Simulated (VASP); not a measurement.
BaTe:

```
CELL_PARAMETERS angstrom
0.00000 3.53239 3.53239
3.41017 0.00000 3.53239
3.41017 3.53239 0.00000
ATOMIC_POSITIONS crystal
Ba 0.00000 0.00000 0.00000
Te 0.50000 0.50000 0.50000
```

This cell differs from its parent crystal: uniaxial x strain -3.5%.

Base run:

- Program: VASP 6.6.1
- Functional: PBE
- Potentials or basis: VASP PAW PBE potentials, release 64 (Ba_sv, Te)
- Cutoff: 520 eV
- k mesh: 6 × 6 × 6
- Occupations: fermi-dirac, width 0.02 eV
- Spin: no spin polarisation

Its results: band gap on the k mesh 1.43 eV, indirect (least direct gap 1.81 eV); pressure 1.5 GPa.

Question: The run is repeated on the same cell with these changes: functional from PBE to r2SCAN; occupations from fermi-dirac, width 0.02 eV to gaussian, width 0.01 eV. What comes out?

Answer: Band gap on the k mesh 1.77 eV, indirect (least direct gap 2.17 eV); pressure 1.6 GPa.

Caveats: spin-orbit coupling is left out, which moves the levels of the heavy elements; the PAW data sets were made with another functional, which shifts forces and pressure a little (some runs).

A k mesh can miss the band edges.
